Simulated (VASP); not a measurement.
# AlNi3 (Fm-3m) in VASP: a series of runs

The runs below take AlNi3 through relaxation of cell and atoms, single point, with PBEsol.

Program: VASP 6.6.1. These are calculated values, not measurements. Logs are shortened: lines on timing, memory, paths and dates and some standing lists are left out, and cuts for length are marked.

## 1. The cell of the first run

Symmetry: Fm-3m, No. 225, cubic system. Conventional cell: a = 5.604 Å, b = 5.604 Å, c = 5.604 Å, α = 90.00°, β = 90.00°, γ = 90.00°. Al (site symmetry m-3m) has 14 Ni at 2.43 to 2.80 Å within 3.2 Å. Ni (site symmetry -43m) has 4 Al at 2.43 Å and 10 Ni at 2.43 to 2.80 Å within 3.2 Å. Ni (site symmetry m-3m) has 8 Ni at 2.43 Å and 6 Al at 2.80 Å within 3.2 Å.

## 2. Relaxation of cell and atoms, PBEsol

INCAR reads:

```
  ALGO = Normal
  EDIFF = 1E-7
  EDIFFG = -0.01
  ENCUT = 590
  GGA = PS
  GGA_COMPAT = False
  IBRION = 2
  ISIF = 3
  ISMEAR = 0
  LASPH = True
  LCHARG = False
  LREAL = False
  LWAVE = False
  NELM = 120
  NELMIN = 4
  NSW = 80
  PREC = Accurate
  SIGMA = 0.1
```

KPOINTS reads:

```
k-points
0
Gamma
  1 1 1
```

POSCAR reads:

```
AlNi3
1.0
    0.0000000000      2.8018887551      2.8018887551
    2.8018887551      0.0000000000      2.8018887551
    2.8018887551      2.8018887551      0.0000000000
Al Ni
1 3
Direct
    0.5000000000      0.5000000000      0.5000000000
    0.2500000000      0.2500000000      0.2500000000
    0.0000000000      0.0000000000      0.0000000000
    0.7500000000      0.7500000000      0.7500000000
```

Potentials or basis: VASP PAW PBE potentials, release 64 (Al, Ni_sv_GW).

Command:

```console
$ cat potpaw_PBE.64/Al/POTCAR potpaw_PBE.64/Ni_sv_GW/POTCAR > POTCAR
$ mpirun -np 1 vasp_gam > vasp.out
```

OUTCAR:

```text
EDIFF = 1E-7
   EDIFFG = -0.01
   ENCUT = 590
   GGA = PS
   IBRION = 2
   ISIF = 3
   ISMEAR = 0
   LASPH = True
   LREAL = False
   NELM = 120
   NELMIN = 4
   NSW = 80
   PREC = Accurate

 ion  position               nearest neighbor table
   1  0.500  0.500  0.500-   2 2.43   4 2.43   2 2.43   2 2.43   4 2.43   2 2.43   4 2.43   4 2.43
                             3 2.80   3 2.80   3 2.80   3 2.80   3 2.80   3 2.80
   2  0.250  0.250  0.250-   3 2.43   1 2.43   3 2.43   1 2.43   3 2.43   3 2.43   1 2.43   1 2.43

   3  0.000  0.000  0.000-   4 2.43   2 2.43   4 2.43   2 2.43   4 2.43   4 2.43   2 2.43   2 2.43
                             1 2.80   1 2.80   1 2.80   1 2.80   1 2.80   1 2.80
   4  0.750  0.750  0.750-   1 2.43   3 2.43   1 2.43   1 2.43   3 2.43   1 2.43   3 2.43   3 2.43

  LATTYP: Found a face centered cubic cell.
 ALAT       =     5.6037775102

  Lattice vectors:

 A1 = (   0.0000000000,   2.8018887551,   2.8018887551)
 A2 = (   2.8018887551,   0.0000000000,   2.8018887551)
 A3 = (   2.8018887551,   2.8018887551,   0.0000000000)

Analysis of symmetry for initial positions (statically):
=====================================================================
 Subroutine PRICEL returns:
 Original cell was already a primitive cell.

 Routine SETGRP: Setting up the symmetry group for a
 face centered cubic supercell.

 Subroutine GETGRP returns: Found 48 space group operations
 (whereof 48 operations were pure point group operations)
 out of a pool of 48 trial point group operations.

The static configuration has the point symmetry O_h .

Analysis of symmetry for dynamics (positions and initial velocities):
=====================================================================
 Subroutine PRICEL returns:
 Original cell was already a primitive cell.

 Routine SETGRP: Setting up the symmetry group for a
 face centered cubic supercell.

 Subroutine GETGRP returns: Found 48 space group operations
 (whereof 48 operations were pure point group operations)
 out of a pool of 48 trial point group operations.

The dynamic configuration has the point symmetry O_h .

 Subroutine INISYM returns: Found 48 space group operations
 (whereof 48 operations are pure point group operations),
 and found     1 'primitive' translations

----------------------------------------------------------------------------------------

                                     Primitive cell

  volume of cell :      43.9929

[... 58 lines left out ...]
 SYSTEM =  unknown system
   PREC   = accura    normal or accurate (medium, high low for compatibility)
   ISTART =      0    job   : 0-new  1-cont  2-samecut
   ICHARG =      2    charge: 1-file 2-atom 10-const
   ISPIN  =      1    spin polarized calculation?
   LNONCOLLINEAR =      F non collinear calculations
   LSORBIT =      F    spin-orbit coupling
   LASPH  =      T    aspherical Exc in radial PAW
   ENCUT  =  590.0 eV  43.36 Ry    6.59 a.u.   7.85  7.85  7.85*2*pi/ulx,y,z
   NELM   =    120;   NELMIN=  4; NELMDL= -5     # of ELM steps
   EDIFF  = 0.1E-06   stopping-criterion for ELM
   LREAL  =      F    real-space projection
   EDIFFG = -.1E-01   stopping-criterion for IOM
   NSW    =     80    number of steps for IOM
   IBRION =      2    ionic relax: 0-MD 1-quasi-New 2-CG
   NFREE  =      1    steps in history (QN), initial steepest desc. (CG)
   ISIF   =      3    stress and relaxation
   ISYM   =      2    0-nonsym 1-usesym 2-fastsym
   POTIM  = 0.5000    time-step for ionic-motion
   TEBEG  =    0.0;   TEEND  =   0.0 temperature during run
   PSTRESS=    0.0 pullay stress
   NELECT =      57.0000    total number of electrons
   NUPDOWN=      -1.0000    fix difference up-down
   EMIN   =  10.00;   EMAX   =-10.00  energy-range for DOS
   EFERMI =   0.00;   METHOD = LEGACY
   ISMEAR =     0;   SIGMA  =   0.10  broadening in eV -4-tet -1-fermi 0-gaus
   EFERMI_NEDOS =   21; number of points for ismear=-14 and -15
   IALGO  =     38    algorithm
   IMIX   =      4    mixing-type and parameters
     AMIX     =   0.40;   BMIX     =  1.00
     AMIX_MAG =   1.60;   BMIX_MAG =  1.00
  volume/ion in A,a.u.               =      11.00        74.22
  Fermi-wavevector in a.u.,A,eV,Ry     =   1.784729  3.372648 43.338050  3.185257
  Thomas-Fermi vector in A             =   2.848656
   LORBIT       =      0    0 simple, 1 ext, 2 COOP (PROOUT), +10 PAW based schemes
   GGA     = PS    functional components
   LHFCALC =     F    Hartree Fock is set to
   AEXX    =    0.0000 exact exchange contribution
   IVDW    =     0    specifies the selected vdW correction
   LEPSILON=     F    determine dielectric tensor
   LRPA    =     F    only Hartree local field effects (RPA)
 conjugate gradient relaxation of ions
 non-spin polarized calculation
 Gauss-broadening in eV      SIGMA  =   0.10
  energy-cutoff  :      590.00
  volume of cell :       43.99
 maximum number of plane-waves:       730
 NGX is ok and might be reduce to    30
   NGX = 15   NGY = 15   NGZ = 15

--------------------------------------- Ionic step        1  -------------------------------------------

 number of electron      56.9999984 magnetization

 Free energy of the ion-electron system (eV)
  ---------------------------------------------------
  ext. energy  EPLUGINS =         0.00000000
  ---------------------------------------------------
  free energy    TOTEN  =       -19.95391320 eV

  energy without entropy =      -19.84791042  energy(sigma->0) =      -19.90091181

------------------------ aborting loop because EDIFF is reached ----------------------------------------

  FORCE on cell =-STRESS in cart. coord.  units (eV):
  Direction    XX          YY          ZZ          XY          YZ          ZX
  --------------------------------------------------------------------------------------
  -------------------------------------------------------------------------------------
  Total        0.1627461      0.1627461      0.1627461     -0.0000000      0.0000000     -0.0000000
  in kB        5.9270475      5.9270475      5.9270475     -0.0000000      0.0000000     -0.0000000
  external PRESSURE =       5.9270475 kB  Pullay stress =       0.0000000 kB
[... 63 lines left out ...]
--------------------------------------- Ionic step        3  -------------------------------------------

 number of electron      56.9999979 magnetization

 Free energy of the ion-electron system (eV)
  ---------------------------------------------------
  ext. energy  EPLUGINS =         0.00000000
  ---------------------------------------------------
  free energy    TOTEN  =       -19.95415724 eV

  energy without entropy =      -19.84815446  energy(sigma->0) =      -19.90115585

 E-fermi :  14.2405     XC(G=0): -13.3436

 val. band max:        9.3379498126   @ k =   0.0000   0.0000   0.0000
 cond. band min:      14.3089046815   @ k =   0.0000   0.0000   0.0000
 fundamental gap:      4.9709548689
 Fermi energy:        14.2404977306

 k-point     1 :       0.0000    0.0000    0.0000
  band No.  band energies     occupation
      1     -93.0980      2.00000
      2     -92.6901      2.00000
      3     -92.6838      2.00000
      4     -53.7055      2.00000
      5     -53.7055      2.00000
      6     -53.7055      2.00000
[... 57 lines left out ...]
  FREE ENERGIE OF THE ION-ELECTRON SYSTEM (eV)
  ---------------------------------------------------
  free  energy   TOTEN  =       -19.9541572379 eV

  energy  without entropy=      -19.8481544613  energy(sigma->0) =      -19.90115585

 reached required accuracy - stopping structural energy minimisation
```

Run time: 30 s. Hardware: 1 thread of AMD EPYC 9R45 (Zen 5), shared host; peak memory 0.15 GiB.

Results:

| Item | Value |
| --- | --- |
| Free energy | -19.9542 eV |
| Relaxed volume | 11.03 Å³/atom |
| Relaxed cell | a = 3.966 Å, b = 3.966 Å, c = 3.966 Å, α = 60.00°, β = 60.00°, γ = 60.00° |
| Space group after relaxing (to 0.1 Å) | Fm-3m (No. 225) |
| Energy gained by relaxing | 0.1 meV/atom |
| Ionic steps | 3 |
| Pressure after relaxing | 0.0 GPa |
| Band gap on the k mesh | zero (an odd number of electrons rules out a gap without spin polarisation) |

Step by step:
| step | energy change (eV) | largest force (eV/Å) | pressure (GPa) | volume (Å³) |
| --- | --- | --- | --- | --- |
| 1 | 0.0000 | 0.0000 | 0.59 | 43.99 |
| 2 | 0.0000 | 0.0000 | -0.58 | 44.25 |
| 3 | -0.0002 | 0.0000 | -0.02 | 44.12 |

Final structure:
```
Al Ni
1.0
     0.00000    2.80466    2.80466
     2.80466    0.00000    2.80466
     2.80466    2.80466    0.00000
Al Ni
1 3
Direct
  0.50000 0.50000 0.50000
  0.25000 0.25000 0.25000
  0.00000 0.00000 0.00000
  0.75000 0.75000 0.75000
```

Caveat: the k points lie up to 1.94 Å⁻¹ apart in the final cell, too coarse for converged energies and pressures of a metal; the PAW data sets were made with another functional, which shifts forces and pressure a little.

## 3. Single point, PBEsol

INCAR reads:

```
ALGO     = Fast           # electronic algorithm
EDIFF    = 1E-6           # SCF threshold, eV
ENCUT    = 520            # plane-wave cutoff, eV
GGA      = PS             # functional
ISIF     = 2              # what is computed and relaxed
ISMEAR   = 0              # smearing method
ISYM     = 0            
LASPH    = T              # aspherical terms in the spheres
LCHARG   = F              # write CHGCAR
LREAL    = F              # projectors in reciprocal space
LWAVE    = F              # write WAVECAR
NBANDS   = 24             # bands
NELM     = 80             # most SCF steps
PREC     = Accurate       # precision mode
SIGMA    = 0.1            # smearing width, eV
```

KPOINTS reads:

```
Automatic mesh
0
Gamma
  12 12 12
  0.5 0.5 0.5
```

POSCAR is that of step 2.

Potentials or basis: VASP PAW PBE potentials, release 64 (Al, Ni).

Command:

```console
$ cat potpaw_PBE.64/Al/POTCAR potpaw_PBE.64/Ni/POTCAR > POTCAR
$ mpirun -np 1 vasp_std > vasp.out
```

It took 56 min on 1 thread of Intel Xeon 6975P-C (Granite Rapids), shared host; peak memory 2.8 GiB.

The run converged. Its results:

* Free energy: -24.0770 eV
* Pressure: -0.7 GPa
* Band gap on the k mesh: zero (an odd number of electrons rules out a gap without spin polarisation)

Levels at points of the mesh, in eV from the Fermi level:
| k point | band 13 | band 14 | band 15 | band 16 | band 17 | band 18 | band 19 | band 20 |
| --- | --- | --- | --- | --- | --- | --- | --- | --- |
| (0.04, 0.04, 0.04) | -0.55 | -0.55 | -0.51 | -0.51 | 4.96 | 5.32 | 5.32 | 6.06 |

Caveat: the PAW data sets were made with another functional, which shifts forces and pressure a little. Spin polarisation is off, so any magnetic state and its effect on volume and gap are missing.

## 4. Single point, PBEsol

INCAR reads:

```
SYSTEM = AlNi3
  ALGO = Fast
  EDIFF = 1E-6
  ENCUT = 520
  GGA = PS
  ISIF = 2
  ISMEAR = 0
  LASPH = .True.
  LCHARG = .False.
  LREAL = .False.
  LWAVE = .False.
  NBANDS = 24
  NELM = 100
  PREC = Accurate
  SIGMA = 0.1
```

KPOINTS reads:

```
k-points
0
Gamma
  1 1 1
  0 0 0
```

POSCAR is that of step 3.

Command:

```console
$ cat potpaw_PBE.64/Al/POTCAR potpaw_PBE.64/Ni/POTCAR > POTCAR
$ mpirun -np 1 vasp_gam > vasp.out
```

Run time: 9.1 s. Hardware: 1 thread of Intel Xeon 6975P-C (Granite Rapids), shared host; peak memory 0.15 GiB.

Results (log left out):

| Property | Result |
| --- | --- |
| Free energy | -17.2387 eV |
| Pressure | 3.6 GPa |
| Band gap on the k mesh | zero (an odd number of electrons rules out a gap without spin polarisation) |

Levels at points of the mesh, in eV from the Fermi level:
```
           k point  band 14  band 15  band 16  band 17  band 18  band 19
(0.00, 0.00, 0.00)    -5.32    -4.91    -4.91     0.07     0.07     0.07
```

Caveat: the k points lie up to 1.94 Å⁻¹ apart, too coarse for converged energies and pressures of a metal; the PAW data sets were made with another functional, which shifts forces and pressure a little. Spin polarisation is off, so any magnetic state and its effect on volume and gap are missing.

## 5. Single point, PBEsol

INCAR reads:

```
PREC = Accurate
ENCUT = 690
EDIFF = 1E-6
ISMEAR = 0
SIGMA = 0.1
LREAL = F
LASPH = T
NELM = 120
ALGO = Normal
ISIF = 2
LWAVE = F
LCHARG = T
GGA = PS
LELF = T
LVHAR = T
NBANDS = 36
GGA_COMPAT = F
```

KPOINTS reads:

```
regular mesh
0
Gamma
  1 1 1
```

POSCAR is that of step 4.

Potentials or basis: VASP PAW PBE potentials, release 64 (Al, Ni_sv_GW).

Command:

```console
$ cat potpaw_PBE.64/Al/POTCAR potpaw_PBE.64/Ni_sv_GW/POTCAR > POTCAR
$ mpirun -np 1 vasp_gam > vasp.out
```

OUTCAR:

```text
PREC = Accurate
   ENCUT = 690
   EDIFF = 1E-6
   ISMEAR = 0
   LREAL = F
   LASPH = T
   NELM = 120
   ISIF = 2
   GGA = PS

 ion  position               nearest neighbor table
   1  0.500  0.500  0.500-   2 2.43   4 2.43   2 2.43   2 2.43   4 2.43   2 2.43   4 2.43   4 2.43
                             3 2.80   3 2.80   3 2.80   3 2.80   3 2.80   3 2.80
   2  0.250  0.250  0.250-   3 2.43   1 2.43   3 2.43   1 2.43   3 2.43   3 2.43   1 2.43   1 2.43

   3  0.000  0.000  0.000-   4 2.43   2 2.43   4 2.43   2 2.43   4 2.43   4 2.43   2 2.43   2 2.43
                             1 2.80   1 2.80   1 2.80   1 2.80   1 2.80   1 2.80
   4  0.750  0.750  0.750-   1 2.43   3 2.43   1 2.43   1 2.43   3 2.43   1 2.43   3 2.43   3 2.43

  LATTYP: Found a face centered cubic cell.
 ALAT       =     5.6037775102

  Lattice vectors:

 A1 = (   0.0000000000,   2.8018887551,   2.8018887551)
 A2 = (   2.8018887551,   0.0000000000,   2.8018887551)
 A3 = (   2.8018887551,   2.8018887551,   0.0000000000)

[... 151 lines left out ...]
  free energy    TOTEN  =       -19.94740340 eV

  energy without entropy =      -19.84140063  energy(sigma->0) =      -19.89440201

 E-fermi :  14.2844     XC(G=0): -13.3608

 val. band max:        9.3734244951   @ k =   0.0000   0.0000   0.0000
 cond. band min:      14.3528290321   @ k =   0.0000   0.0000   0.0000
 fundamental gap:      4.9794045369
 Fermi energy:        14.2844220751

 k-point     1 :       0.0000    0.0000    0.0000
  band No.  band energies     occupation
      1     -93.0796      2.00000
      2     -92.6673      2.00000
      3     -92.6615      2.00000
      4     -53.6799      2.00000
      5     -53.6799      2.00000
      6     -53.6799      2.00000
[... 28 lines left out ...]
     35      15.5796      0.00000
     36      17.5097      0.00000

------------------------ aborting loop because EDIFF is reached ----------------------------------------

  FORCE on cell =-STRESS in cart. coord.  units (eV):
  Direction    XX          YY          ZZ          XY          YZ          ZX
  --------------------------------------------------------------------------------------
  -------------------------------------------------------------------------------------
  Total        0.7676195      0.7676195      0.7676195      0.0000000      0.0000000      0.0000000
  in kB       27.9559281     27.9559281     27.9559281      0.0000000      0.0000000      0.0000000
  external PRESSURE =      27.9559281 kB  Pullay stress =       0.0000000 kB

 VOLUME and BASIS-vectors are now :
 -----------------------------------------------------------------------------
  energy-cutoff  :      690.00
  volume of cell :       43.99
      direct lattice vectors                 reciprocal lattice vectors
     0.000000000  2.801888755  2.801888755    -0.178451053  0.178451053  0.178451053
     2.801888755  0.000000000  2.801888755     0.178451053 -0.178451053  0.178451053
     2.801888755  2.801888755  0.000000000     0.178451053  0.178451053 -0.178451053

 POSITION                                       TOTAL-FORCE (eV/Angst)
 -----------------------------------------------------------------------------------
      2.80189      2.80189      2.80189        -0.000000      0.000000     -0.000000
      1.40094      1.40094      1.40094         0.000000     -0.000000     -0.000000
      0.00000      0.00000      0.00000        -0.000000      0.000000     -0.000000
      4.20283      4.20283      4.20283         0.000000      0.000000      0.000000
 -----------------------------------------------------------------------------------
    total drift:                                0.000000      0.000000      0.000000

  FREE ENERGIE OF THE ION-ELECTRON SYSTEM (eV)
  ---------------------------------------------------
  free  energy   TOTEN  =       -19.9474034019 eV

  energy  without entropy=      -19.8414006253  energy(sigma->0) =      -19.89440201
```

Run time: 12 s. Hardware: 1 thread of AMD EPYC 9R45 (Zen 5), shared host; peak memory 0.17 GiB.

Results:

```yaml
Free_energy: -19.9474 eV
Pressure: 2.8 GPa
Band_gap_on_the_k_mesh: zero (an odd number of electrons rules out a gap without spin polarisation)
```

Caveat: the k points lie up to 1.94 Å⁻¹ apart, too coarse for converged energies and pressures of a metal; the PAW data sets were made with another functional, which shifts forces and pressure a little.

## 6. Overview

```csv
task,potentials or basis,cell,k mesh,cutoff (eV),gap on the mesh (eV),pressure (GPa)
relaxation of cell and atoms,"VASP PAW PBE potentials, release 64 (Al, Ni_sv_GW)",relaxed,1 × 1 × 1,590,none,0.0
single point,"VASP PAW PBE potentials, release 64 (Al, Ni)",as given,"12 × 12 × 12, shifted",520,none,-0.7
single point,"VASP PAW PBE potentials, release 64 (Al, Ni)",as given,1 × 1 × 1,520,none,3.6
single point,"VASP PAW PBE potentials, release 64 (Al, Ni_sv_GW)",as given,1 × 1 × 1,690,none,2.8
```

Alike in all rows: level PBEsol; no spin polarisation; smearing gaussian 0.1 eV.

Caveats: some runs use coarse meshes; the PAW data sets were made with another functional, which shifts forces and pressure a little.

Absolute energies hang on the potentials; compare differences alone.

The gap in the log of VASP goes by the Fermi energy; the results here count the filled bands.